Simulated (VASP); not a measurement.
SiC: single point with HSE06

Crystal: SiC.

```
Si C
1.0
     3.07536    0.00000    0.00000
    -1.53768    2.66334    0.00000
     0.00000    0.00000    5.04811
Si C
2 2
Direct
  0.33333 0.66667 0.99959
  0.66667 0.33333 0.49959
  0.33333 0.66667 0.37541
  0.66667 0.33333 0.87541
```

```
Program                            : VASP 6.6.1
Task                               : single point
Functional                         : HSE06
Potentials or basis                : VASP PAW PBE potentials, release 64 (Si, C)
Cutoff                             : 520 eV
k mesh                             : 6 × 6 × 4
Occupations                        : gaussian, width 0.01 eV
Spin                               : no spin polarisation
Dipole correction                  : no
Grid for exact exchange (PRECFOCK) : Normal
Further INCAR settings             : ALGO = Normal; EDIFF = 1e-06; NBANDS = 16
Share of exact exchange            : 0.25
Screening parameter                : 0.2079 1/Å
```

- Pressure: -1.6 GPa
- Largest force: 0.018 eV/Å
- Band gap on the k mesh: 3.16 eV (least direct gap 5.06 eV)

Forces in eV/Å, atoms in the order of the input:
```
Si   0.000  0.000 -0.018
Si   0.000  0.000 -0.018
C    0.000  0.000  0.018
C    0.000  0.000  0.018
```

Stress tensor (GPa, compression positive):
```
-1.41  0.00  0.00
 0.00 -1.41  0.00
 0.00  0.00 -1.86
```

Levels at points of the mesh, in eV from the valence-band top:
| k point | band 4 | band 5 | band 6 | band 7 | band 8 | band 9 | band 10 | band 11 | band 12 | band 13 |
| --- | --- | --- | --- | --- | --- | --- | --- | --- | --- | --- |
| (0.00, 0.00, 0.00) | -1.46 | -1.46 | -0.12 | 0.00 | 0.00 | 5.97 | 7.48 | 7.89 | 7.89 | 9.07 |
| (0.50, 0.00, 0.00) | -6.92 | -5.94 | -3.66 | -3.52 | -1.33 | 3.74 | 5.26 | 8.12 | 8.36 | 11.54 |
| (0.00, 0.00, 0.50) | -4.87 | -0.79 | -0.79 | -0.79 | -0.79 | 7.12 | 7.12 | 8.62 | 8.62 | 8.62 |
| (0.50, 0.00, 0.50) | -9.06 | -2.69 | -2.69 | -2.55 | -2.55 | 4.28 | 4.28 | 6.37 | 6.37 | 11.88 |

Wall time 31 min on 1 thread of Intel(R) Xeon(R) Platinum 8488C (Sapphire Rapids) (shared host), peak memory 0.26 GiB.

Caveat: the PAW data sets were made with another functional, which shifts forces and pressure a little. A k mesh can miss the band edges.
